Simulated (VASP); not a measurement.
# AgB2 (P6/mmm) in VASP: a series of runs, part 2 of 2

VASP 6.6.1. Earlier steps stand in the parts before.

### 4 Single point, PBEsol

This run uses another cell than the first one, of 11.55 Å³/atom, 1.049 times its volume.

INCAR

```
PREC     = Accurate       # precision mode
ENCUT    = 520            # plane-wave cutoff, eV
EDIFF    = 1E-6           # SCF threshold, eV
ISMEAR   = 1              # smearing method
SIGMA    = 0.1            # smearing width, eV
LREAL    = False          # projectors in reciprocal space
LASPH    = True           # aspherical terms in the spheres
NELM     = 80             # most SCF steps
ALGO     = Normal         # electronic algorithm
ISIF     = 2              # what is computed and relaxed
LWAVE    = False          # write WAVECAR
LCHARG   = False          # write CHGCAR
GGA      = PS             # functional
NBANDS   = 16             # bands
```

KPOINTS

```
regular mesh
0
Gamma
  11 11 7
```

POSCAR

```
AgB2
1.0
    3.1006574342      0.0000000000      0.0000000000
   -1.5503287171      2.6852479464      0.0000000000
    0.0000000000      0.0000000000      4.1630809135
Ag B
1 2
Direct
    0.0000000000      0.0000000000      0.0000000000
    0.3333333333      0.6666666667      0.5000000000
    0.6666666667      0.3333333333      0.5000000000
```

Potentials or basis: VASP PAW PBE potentials, release 64 (Ag, B).

Run with:

```sh
> cat potpaw_PBE.64/Ag/POTCAR potpaw_PBE.64/B/POTCAR > POTCAR
> mpirun -np 1 vasp_std > vasp.out
```

OUTCAR:

```text
PREC = Accurate
   ENCUT = 520
   EDIFF = 1E-6
   ISMEAR = 1
   LREAL = False
   LASPH = True
   NELM = 80
   ISIF = 2
   GGA = PS

 ion  position               nearest neighbor table
   1  0.000  0.000  0.000-   2 2.75   2 2.75   3 2.75   3 2.75   2 2.75   3 2.75   2 2.75   3 2.75
                             3 2.75   3 2.75   2 2.75   2 2.75
   2  0.333  0.667  0.500-   3 1.79   3 1.79   3 1.79   1 2.75   1 2.75   1 2.75   1 2.75   1 2.75
                             1 2.75
   3  0.667  0.333  0.500-   2 1.79   2 1.79   2 1.79   1 2.75   1 2.75   1 2.75   1 2.75   1 2.75
                             1 2.75

  LATTYP: Found a hexagonal cell.
 ALAT       =     3.1006574342
 C/A-ratio  =     1.3426445848

  Lattice vectors:

 A1 = (   3.1006574342,   0.0000000000,   0.0000000000)
 A2 = (  -1.5503287171,   2.6852479464,   0.0000000000)
 A3 = (   0.0000000000,   0.0000000000,   4.1630809135)

Analysis of symmetry for initial positions (statically):
=====================================================================
 Subroutine PRICEL returns:
 Original cell was already a primitive cell.

 Routine SETGRP: Setting up the symmetry group for a
 hexagonal supercell.
[... 166 lines left out ...]
  free energy    TOTEN  =       -15.63677808 eV

  energy without entropy =      -15.63627312  energy(sigma->0) =      -15.63660976

 E-fermi :   6.0838     XC(G=0): -11.7587

 val. band max:        6.0745086693   @ k =   0.3636   0.1818   0.2857
 cond. band min:       6.1226807399   @ k =   0.2727   0.1818   0.1429
 fundamental gap:      0.0481720706
 Fermi energy:         6.0837947026

 k-point     1 :       0.0000    0.0000    0.0000
  band No.  band energies     occupation
      1      -5.3842      2.00000
      2       0.7651      2.00000
      3       1.5521      2.00000
      4       1.5521      2.00000
      5       2.3643      2.00000
      6       2.3643      2.00000
[... 433 lines left out ...]
      3       1.1910      2.00000
      4       1.3498      2.00000
      5       2.1076      2.00000
      6       2.1631      2.00000
[... 8 lines left out ...]
     15      18.2986      0.00000
     16      21.1166      0.00000

 [... further k-points ...]
[... 5 lines left out ...]
  --------------------------------------------------------------------------------------
  -------------------------------------------------------------------------------------
  Total       -3.2593871     -3.2593868     -2.8220989      0.0000000     -0.0000000      0.0000000
  in kB     -150.6584512   -150.6584333   -130.4457043      0.0000000     -0.0000000      0.0000000
  external PRESSURE =    -143.9208629 kB  Pullay stress =       0.0000000 kB

 VOLUME and BASIS-vectors are now :
 -----------------------------------------------------------------------------
  energy-cutoff  :      520.00
  volume of cell :       34.66
      direct lattice vectors                 reciprocal lattice vectors
     3.100657434  0.000000000  0.000000000     0.322512248  0.186202544  0.000000000
    -1.550328717  2.685247946  0.000000000     0.000000000  0.372405089  0.000000000
     0.000000000  0.000000000  4.163080913     0.000000000  0.000000000  0.240206717

 POSITION                                       TOTAL-FORCE (eV/Angst)
 -----------------------------------------------------------------------------------
      0.00000      0.00000      0.00000        -0.000000      0.000000     -0.000000
     -0.00000      1.79017      2.08154         0.000000     -0.000000      0.000000
      1.55033      0.89508      2.08154        -0.000000      0.000000     -0.000000
 -----------------------------------------------------------------------------------
    total drift:                               -0.000000      0.000000      0.000000

  FREE ENERGIE OF THE ION-ELECTRON SYSTEM (eV)
  ---------------------------------------------------
  free  energy   TOTEN  =       -15.6367780850 eV

  energy  without entropy=      -15.6362731229  energy(sigma->0) =      -15.63660976
```

Run time: 18 s. Hardware: 1 thread of AMD EPYC 9R45 (Zen 5), shared host; peak memory 0.14 GiB.

Results:

| Quantity | Value |
| --- | --- |
| Free energy | -15.6368 eV |
| Pressure | -14.4 GPa |

Stress tensor (GPa, compression positive):
```
-15.07   0.00   0.00
  0.00 -15.07   0.00
  0.00   0.00 -13.04
```

Levels at points of the mesh, in eV from the Fermi level:
```tsv
k point	band 5	band 6	band 7	band 8	band 9	band 10	band 11	band 12
(0.00, 0.00, 0.00)	-3.72	-3.72	-3.43	0.99	1.28	1.28	7.28	7.28
```

Caveat: the PAW data sets were made with another functional, which shifts forces and pressure a little.

### 5 Single point, PBEsol

This run uses another cell than the first one, of 11.82 Å³/atom, 1.073 times its volume.

INCAR

```
SYSTEM = AgB2
PREC = Accurate ; ENCUT = 520
EDIFF = 1E-7 ; ISMEAR = 1
SIGMA = 0.1 ; LREAL = .False.
LASPH = .True. ; NELM = 100
ALGO = Normal ; ISIF = 2
LWAVE = .False. ; LCHARG = .True.
GGA = PS ; LELF = .True.
LVHAR = .True. ; NBANDS = 16
```

KPOINTS

```
Automatic mesh
0
Gamma
  11 11 7
  0 0 0
```

POSCAR

```
AgB2
1.0
    3.1245095826      0.0000000000      0.0000000000
   -1.5622547913      2.7059045116      0.0000000000
    0.0000000000      0.0000000000      4.1951058714
Ag B
1 2
Direct
    0.0000000000      0.0000000000      0.0000000000
    0.3333333333      0.6666666667      0.5000000000
    0.6666666667      0.3333333333      0.5000000000
```

Run with:

```sh
> cat potpaw_PBE.64/Ag/POTCAR potpaw_PBE.64/B/POTCAR > POTCAR
> mpirun -np 1 vasp_std > vasp.out
```

Wall time 22 s (1 thread of AMD EPYC 9R45 (Zen 5), shared host); peak memory 0.14 GiB.

Results (log left out):

```
Free energy : -15.5591 eV
Pressure    : -16.6 GPa
```

Stress tensor (GPa, compression positive):
```
-17.71   0.00   0.00
  0.00 -17.71   0.00
  0.00   0.00 -14.42
```

Levels at points of the mesh, in eV from the Fermi level:
| k point | band 5 | band 6 | band 7 | band 8 | band 9 | band 10 | band 11 | band 12 |
| --- | --- | --- | --- | --- | --- | --- | --- | --- |
| (0.00, 0.00, 0.00) | -3.67 | -3.67 | -3.32 | 0.92 | 1.26 | 1.26 | 7.21 | 7.21 |

Caveat: the PAW data sets were made with another functional, which shifts forces and pressure a little.

### 6 The runs side by side

| cell | gap on the mesh (eV) | pressure (GPa) |
| --- | --- | --- |
| a = 3.052, b = 3.052, c = 4.098 Å, angles 90.0, 90.0, 120.0°, 3 atoms | none | -8.9 |
| a = 3.076, b = 3.076, c = 4.131 Å, angles 90.0, 90.0, 120.0°, 3 atoms | none | -11.8 |
| a = 3.101, b = 3.101, c = 4.163 Å, angles 90.0, 90.0, 120.0°, 3 atoms | none | -14.4 |
| a = 3.125, b = 3.125, c = 4.195 Å, angles 90.0, 90.0, 120.0°, 3 atoms | none | -16.6 |

Alike in all rows: task single point; level PBEsol; potentials or basis VASP PAW PBE potentials, release 64 (Ag, B); no spin polarisation; k mesh 11 × 11 × 7; cutoff (eV) 520; smearing methfessel-paxton 0.1 eV.

Caveats: the PAW data sets were made with another functional, which shifts forces and pressure a little.

Absolute energies hang on the potentials; compare differences alone.
